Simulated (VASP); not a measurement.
The system is Sb2Pt.

```xyz
3
Lattice="4.0600 0.0000 0.0000 -2.0300 3.5161 0.0000 0.0000 0.0000 5.2259" Properties=species:S:1:pos:R:3 pbc="T T T"
Pt    0.0000    0.0000    0.0000
Sb    0.0000    2.3440    1.3504
Sb    2.0300    1.1720    3.8755
```

Base run:

```yaml
Program: VASP 6.6.1
Functional: PBEsol
Potentials_or_basis: VASP PAW PBE potentials, release 64 (Pt, Sb)
Cutoff: 520 eV
k_mesh: 10 × 10 × 6
Occupations: gaussian, width 0.05 eV
Spin: no spin polarisation
```

Its results: band gap on the k mesh zero (bands 10 and 11 overlap by 3.11 eV); pressure -4.3 GPa; largest force 0.229 eV/Å.

Question: After a change of settings the same cell gave: band gap on the k mesh zero (bands 10 and 11 overlap by 3.12 eV); pressure -0.3 GPa; largest force 0.019 eV/Å. Which change was it?
A. functional from PBEsol to LDA; potentials or basis from VASP PAW PBE potentials, release 64 (Pt, Sb) to VASP PAW LDA potentials, release 64 (Pt, Sb)
B. functional from PBEsol to r2SCAN
C. functional from PBEsol to PBE; further incar settings from ALGO = Normal; EDIFF = 1e-06; NBANDS = 17 to ALGO = Normal; EDIFF = 1e-07; NBANDS = 17

Answer: C.

Caveats: spin-orbit coupling is left out, which moves the levels of the heavy elements; the cell stands under tension (at least some runs); the PAW data sets were made with another functional, which shifts forces and pressure a little (at least some runs).
